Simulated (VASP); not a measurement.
# Cu in VASP: notebook

Cu is run at these levels: r2SCAN; tasks: single point, relaxation of cell and atoms.

Program: VASP 6.6.1. These are calculated values, not measurements. Logs are shortened: lines on timing, memory, paths and dates and some standing lists are left out, and cuts for length are marked.

**1. The cell of the first run**

It takes space group Fm-3m (No. 225, cubic). Conventional cell: a = 3.592 Å, b = 3.592 Å, c = 3.592 Å, α = 90.00°, β = 90.00°, γ = 90.00°. Within 3.4 Å of Cu (site symmetry m-3m) lie 12 Cu at 2.54 Å.

**2. Single point, r2SCAN**

Contents of POSCAR:

```
Cu
1.0
    0.0000000000      1.7959124673      1.7959124673
    1.7959124673      0.0000000000      1.7959124673
    1.7959124673      1.7959124673      0.0000000000
Cu
1
Direct
    0.0000000000      0.0000000000      0.0000000000
```

Contents of INCAR.step1:

```
SYSTEM = Cu
PREC = Accurate
ENCUT = 520
ISMEAR = 0
SIGMA = 0.1
LREAL = .FALSE.
LASPH = .TRUE.
NELM = 80
NBANDS = 12
GGA = PE
ALGO = Normal
EDIFF = 1E-4
LWAVE = .TRUE.
LCHARG = .FALSE.
```

Contents of INCAR.step2:

```
SYSTEM = Cu
PREC = Accurate
ENCUT = 520
EDIFF = 1E-6
ISMEAR = 0
SIGMA = 0.1
LREAL = .FALSE.
LASPH = .TRUE.
NELM = 80
ALGO = Normal
ISIF = 2
LWAVE = .FALSE.
LCHARG = .FALSE.
METAGGA = R2SCAN
LMIXTAU = .TRUE.
NBANDS = 12
ISTART = 1
```

Contents of KPOINTS:

```
regular mesh
0
G
  20 20 20
  0 0 0
```

Potentials or basis: VASP PAW PBE potentials, release 64 (Cu).

Started as:

```sh
cat potpaw_PBE.64/Cu/POTCAR > POTCAR
cp INCAR.step1 INCAR
mpirun -np 1 vasp_std > vasp.out
cp INCAR.step2 INCAR
mpirun -np 1 vasp_std > vasp.out
```

OUTCAR:

```text
SYSTEM = Cu
   PREC = Accurate
   ENCUT = 520
   EDIFF = 1E-6
   ISMEAR = 0
   LREAL = .FALSE.
   LASPH = .TRUE.
   NELM = 80
   ISIF = 2
   METAGGA = R2SCAN
   ISTART = 1

 ion  position               nearest neighbor table
   1  0.000  0.000  0.000-

  LATTYP: Found a face centered cubic cell.
 ALAT       =     3.5918249346

  Lattice vectors:

 A1 = (   0.0000000000,   1.7959124673,   1.7959124673)
 A2 = (   1.7959124673,   0.0000000000,   1.7959124673)
 A3 = (   1.7959124673,   1.7959124673,   0.0000000000)

Analysis of symmetry for initial positions (statically):
=====================================================================
 Subroutine PRICEL returns:
 Original cell was already a primitive cell.

 Routine SETGRP: Setting up the symmetry group for a
 face centered cubic supercell.

 Subroutine GETGRP returns: Found 48 space group operations
 (whereof 48 operations were pure point group operations)
 out of a pool of 48 trial point group operations.

The static configuration has the point symmetry O_h .

Analysis of symmetry for dynamics (positions and initial velocities):
=====================================================================
 Subroutine PRICEL returns:
 Original cell was already a primitive cell.

 Routine SETGRP: Setting up the symmetry group for a
 face centered cubic supercell.

 Subroutine GETGRP returns: Found 48 space group operations
 (whereof 48 operations were pure point group operations)
 out of a pool of 48 trial point group operations.

The dynamic configuration has the point symmetry O_h .

 Subroutine INISYM returns: Found 48 space group operations
 (whereof 48 operations are pure point group operations),
 and found     1 'primitive' translations

----------------------------------------------------------------------------------------

                                     Primitive cell

  volume of cell :      11.5847

  direct lattice vectors                    reciprocal lattice vectors
     0.000000000  1.795912467  1.795912467    -0.278410006  0.278410006  0.278410006
     1.795912467  0.000000000  1.795912467     0.278410006 -0.278410006  0.278410006
     1.795912467  1.795912467  0.000000000     0.278410006  0.278410006 -0.278410006

  length of vectors
     2.539803768  2.539803768  2.539803768     0.482220275  0.482220275  0.482220275

  position of ions in fractional coordinates (direct lattice)
     0.000000000  0.000000000  0.000000000

[... 76 lines left out ...]
   LREAL  =      F    real-space projection
   EDIFFG = 0.1E-04   stopping-criterion for IOM
   NSW    =      0    number of steps for IOM
   IBRION =     -1    ionic relax: 0-MD 1-quasi-New 2-CG
   NFREE  =      0    steps in history (QN), initial steepest desc. (CG)
   ISIF   =      2    stress and relaxation
   ISYM   =      2    0-nonsym 1-usesym 2-fastsym
   POTIM  = 0.5000    time-step for ionic-motion
   TEBEG  =    0.0;   TEEND  =   0.0 temperature during run
   PSTRESS=    0.0 pullay stress
   NELECT =      11.0000    total number of electrons
   NUPDOWN=      -1.0000    fix difference up-down
   EMIN   =  10.00;   EMAX   =-10.00  energy-range for DOS
   EFERMI =   0.00;   METHOD = LEGACY
   ISMEAR =     0;   SIGMA  =   0.10  broadening in eV -4-tet -1-fermi 0-gaus
   EFERMI_NEDOS =   21; number of points for ismear=-14 and -15
   IALGO  =     38    algorithm
   IMIX   =      4    mixing-type and parameters
     AMIX     =   0.40;   BMIX     =  1.00
     AMIX_MAG =   1.60;   BMIX_MAG =  1.00
  volume/ion in A,a.u.               =      11.58        78.18
  Fermi-wavevector in a.u.,A,eV,Ry     =   1.609078  3.040717 35.227301  2.589134
  Thomas-Fermi vector in A             =   2.704846
   LORBIT       =      0    0 simple, 1 ext, 2 COOP (PROOUT), +10 PAW based schemes
   METAGGA = R2SCAN    functional components
   LHFCALC =     F    Hartree Fock is set to
   AEXX    =    0.0000 exact exchange contribution
   IVDW    =     0    specifies the selected vdW correction
   LEPSILON=     F    determine dielectric tensor
   LRPA    =     F    only Hartree local field effects (RPA)
 non-spin polarized calculation
 Gauss-broadening in eV      SIGMA  =   0.10
  energy-cutoff  :      520.00
  volume of cell :       11.58
 maximum number of plane-waves:       331
   NGX =  9   NGY =  9   NGZ =  9

 number of electron      11.0000008 magnetization

 Free energy of the ion-electron system (eV)
  ---------------------------------------------------
  ext. energy  EPLUGINS =         0.00000000
  ---------------------------------------------------
  free energy    TOTEN  =       -10.82793231 eV

  energy without entropy =      -10.82674707  energy(sigma->0) =      -10.82733969

 E-fermi :   7.6054     XC(G=0): -13.8745

 val. band max:        7.5973139801   @ k =   0.5000   0.2500   0.1000
 cond. band min:       7.6611521601   @ k =  -0.4500   0.1000   0.0000
 fundamental gap:      0.0638381800
 Fermi energy:         7.6054261639

 k-point     1 :       0.0000    0.0000    0.0000
  band No.  band energies     occupation
      1      -2.1843      2.00000
      2       4.4416      2.00000
      3       4.4417      2.00000
      4       4.4417      2.00000
      5       5.2824      2.00000
      6       5.2824      2.00000
      7      31.1800      0.00000
      8      34.3663      0.00000
      9      34.3663      0.00000
     10      34.3666      0.00000
     11      36.7693      0.00000
     12      36.7693      0.00000
[... 331 lines left out ...]
 k-point    24 :      -0.3500    0.0500    0.0000
  band No.  band energies     occupation
      1       1.8180      2.00000
      2       4.4570      2.00000
      3       4.4986      2.00000
      4       4.6378      2.00000
      5       5.6227      2.00000
      6       5.9219      2.00000
      7      15.3752      0.00000
      8      28.4961      0.00000
      9      30.9816      0.00000
     10      32.2340      0.00000
     11      34.3946      0.00000
     12      36.2562      0.00000

 [... further k-points ...]
[... 5 lines left out ...]
  --------------------------------------------------------------------------------------
  -------------------------------------------------------------------------------------
  Total       -0.1107375     -0.1107375     -0.1107375      0.0000000     -0.0000000      0.0000000
  in kB      -15.3151044    -15.3151044    -15.3151044      0.0000000     -0.0000000      0.0000000
  external PRESSURE =     -15.3151044 kB  Pullay stress =       0.0000000 kB

 VOLUME and BASIS-vectors are now :
 -----------------------------------------------------------------------------
  energy-cutoff  :      520.00
  volume of cell :       11.58
      direct lattice vectors                 reciprocal lattice vectors
     0.000000000  1.795912467  1.795912467    -0.278410006  0.278410006  0.278410006
     1.795912467  0.000000000  1.795912467     0.278410006 -0.278410006  0.278410006
     1.795912467  1.795912467  0.000000000     0.278410006  0.278410006 -0.278410006

 POSITION                                       TOTAL-FORCE (eV/Angst)
 -----------------------------------------------------------------------------------
      0.00000      0.00000      0.00000        -0.000000     -0.000000     -0.000000
 -----------------------------------------------------------------------------------
    total drift:                                0.000000      0.000000      0.000000

  FREE ENERGIE OF THE ION-ELECTRON SYSTEM (eV)
  ---------------------------------------------------
  free  energy   TOTEN  =       -10.8279323050 eV

  energy  without entropy=      -10.8267470658  energy(sigma->0) =      -10.82733969
```

OUTCAR.step1:

```text
SYSTEM = Cu
   PREC = Accurate
   ENCUT = 520
   ISMEAR = 0
   LREAL = .FALSE.
   LASPH = .TRUE.
   NELM = 80
[... 576 lines left out ...]
 -----------------------------------------------------------------------------------
      0.00000      0.00000      0.00000         0.000000      0.000000      0.000000
 -----------------------------------------------------------------------------------
    total drift:                                0.000000      0.000000      0.000000

  FREE ENERGIE OF THE ION-ELECTRON SYSTEM (eV)
  ---------------------------------------------------
  free  energy   TOTEN  =        -3.7225648220 eV

  energy  without entropy=       -3.7212774143  energy(sigma->0) =       -3.72192112
```

It took 75 s on 1 thread of Intel Xeon Platinum 8559C (Emerald Rapids), shared host; peak memory 0.15 GiB.

What came out:

* Free energy: -10.8279 eV
* Pressure: -1.5 GPa

Levels at points of the mesh, in eV from the Fermi level:
```
           k point  band 4  band 5  band 6  band 7  band 8  band 9
(0.00, 0.00, 0.00)   -3.16   -2.32   -2.32   23.57   26.76   26.76
(0.50, 0.00, 0.00)   -1.72   -1.72   -1.07    4.10   22.07   23.48
(0.50, 0.50, 0.00)   -1.56   -1.56    1.61    7.60   13.95   13.95
```

Caveat: the PAW data sets were made with another functional, which shifts forces and pressure a little.

**3. Single point, r2SCAN**

This run uses another cell than the first one, of 9.72 Å³/atom, 0.839 times its volume.

Contents of POSCAR:

```
Cu
1.0
    0.0000000000      1.6939045081      1.6939045081
    1.6939045081      0.0000000000      1.6939045081
    1.6939045081      1.6939045081      0.0000000000
Cu
1
Direct
    0.0000000000      0.0000000000      0.0000000000
```

Contents of INCAR.step1:

```
PREC = Accurate ; ENCUT = 520
ISMEAR = 0 ; SIGMA = 0.1
LREAL = False ; LASPH = True
NELM = 100 ; NBANDS = 12
GGA = PE ; ALGO = Normal
EDIFF = 1E-4 ; LWAVE = True
LCHARG = False
```

Contents of INCAR.step2:

```
PREC = Accurate ; ENCUT = 520
EDIFF = 1E-6 ; ISMEAR = 0
SIGMA = 0.1 ; LREAL = False
LASPH = True ; NELM = 100
ALGO = Normal ; ISIF = 2
LWAVE = False ; LCHARG = True
METAGGA = R2SCAN ; LMIXTAU = True
LELF = True ; LVHAR = True
NBANDS = 12 ; ISTART = 1
```

Contents of KPOINTS:

```
regular mesh
0
Gamma
  22 22 22
```

Potentials or basis: VASP PAW PBE potentials, release 64 (Cu).

Started as:

```sh
cat potpaw_PBE.64/Cu/POTCAR > POTCAR
cp INCAR.step1 INCAR
mpirun -np 1 vasp_std > vasp.out
cp INCAR.step2 INCAR
mpirun -np 1 vasp_std > vasp.out
```

Run time: 77 s. Hardware: 1 thread of Intel Xeon Platinum 8559C (Emerald Rapids), shared host; peak memory 0.14 GiB.

The run converged. Its results:

| Quantity | Value |
| --- | --- |
| Free energy | -10.6357 eV |
| Pressure | 40.8 GPa |

Levels at points of the mesh, in eV from the Fermi level:
| k point | band 3 | band 4 | band 5 | band 6 | band 7 | band 8 | band 9 | band 10 |
| --- | --- | --- | --- | --- | --- | --- | --- | --- |
| (0.00, 0.00, 0.00) | -3.89 | -3.89 | -2.78 | -2.78 | 24.90 | 29.55 | 29.55 | 29.55 |
| (0.50, 0.00, 0.00) | -3.96 | -1.99 | -1.99 | -1.73 | 5.04 | 23.30 | 26.39 | 26.39 |
| (0.50, 0.50, 0.00) | -2.03 | -1.79 | -1.79 | 1.39 | 8.86 | 15.37 | 15.37 | 20.27 |

Caveat: the PAW data sets were made with another functional, which shifts forces and pressure a little.

**4. Relaxation of cell and atoms, r2SCAN, target pressure -2 GPa, at which the enthalpy is minimised**

This run uses another cell than the first one, of 11.66 Å³/atom, 1.007 times its volume.

Contents of POSCAR:

```
Cu
1.0
    0.0000000000      1.7998269111      1.7998269111
    1.7998269111      0.0000000000      1.7998269111
    1.7998269111      1.7998269111      0.0000000000
Cu
1
Direct
    0.0000000000      0.0000000000      0.0000000000
```

Contents of INCAR.step1:

```
ALGO = Normal
EDIFF = 1E-4
ENCUT = 600
GGA = PE
ISMEAR = 0
LASPH = True
LCHARG = False
LREAL = False
LWAVE = True
NELM = 80
PREC = Accurate
SIGMA = 0.1
```

Contents of INCAR.step2:

```
ALGO = Normal
EDIFF = 1E-6
EDIFFG = -0.008
ENCUT = 600
IBRION = 2
ISIF = 3
ISMEAR = 0
ISTART = 1
LASPH = True
LCHARG = False
LMIXTAU = True
LREAL = False
LWAVE = False
METAGGA = R2SCAN
NELM = 80
NSW = 70
PREC = Accurate
PSTRESS = -20.0
SIGMA = 0.1
```

Contents of KPOINTS:

```
k-points
0
Gamma
  20 20 20
```

Started as:

```sh
cat potpaw_PBE.64/Cu/POTCAR > POTCAR
cp INCAR.step1 INCAR
mpirun -np 1 vasp_std > vasp.out
cp INCAR.step2 INCAR
mpirun -np 1 vasp_std > vasp.out
```

Wall time 12 min (1 thread of AMD EPYC 7R13, shared host); peak memory 0.13 GiB.

Results (log left out):

* Free energy: -10.8277 eV
* Relaxed volume: 11.63 Å³/atom
* Relaxed cell: a = 2.543 Å, b = 2.543 Å, c = 2.543 Å, α = 60.00°, β = 60.00°, γ = 60.00°
* Space group after relaxing (to 0.05 Å): Fm-3m (No. 225)
* Energy change on relaxing (the enthalpy is what falls): -0.4 meV/atom
* Ionic steps: 4
* Pressure after relaxing: -1.9 GPa

Step by step:
| step | energy change (eV) | largest force (eV/Å) | pressure (GPa) | volume (Å³) |
| --- | --- | --- | --- | --- |
| 1 | 0.0000 | 0.0000 | -2.40 | 11.66 |
| 2 | -0.0006 | 0.0000 | -1.61 | 11.61 |
| 3 | -0.0003 | 0.0000 | -2.14 | 11.64 |
| 4 | -0.0004 | 0.0000 | -1.94 | 11.63 |

Final structure:
```
Cu
1.0
     0.00000    1.79830    1.79830
     1.79830    0.00000    1.79830
     1.79830    1.79830    0.00000
Cu
1
Cartesian
  1.7983 0.0000 1.7983
```

Levels at points of the mesh, in eV from the Fermi level:
```csv
k point,band 4,band 5,band 6,band 7,band 8,band 9
"(0.00, 0.00, 0.00)",-3.15,-2.32,-2.32,23.54,26.70,26.70
"(0.50, 0.00, 0.00)",-1.71,-1.71,-1.06,4.08,22.04,23.42
"(0.50, 0.50, 0.00)",-1.56,-1.56,1.61,7.58,13.92,13.92
```

Caveat: the cell is relaxed towards a set pressure, so the enthalpy falls and the energy may rise; the PAW data sets were made with another functional, which shifts forces and pressure a little.

(Continued in part 2 of 2.)
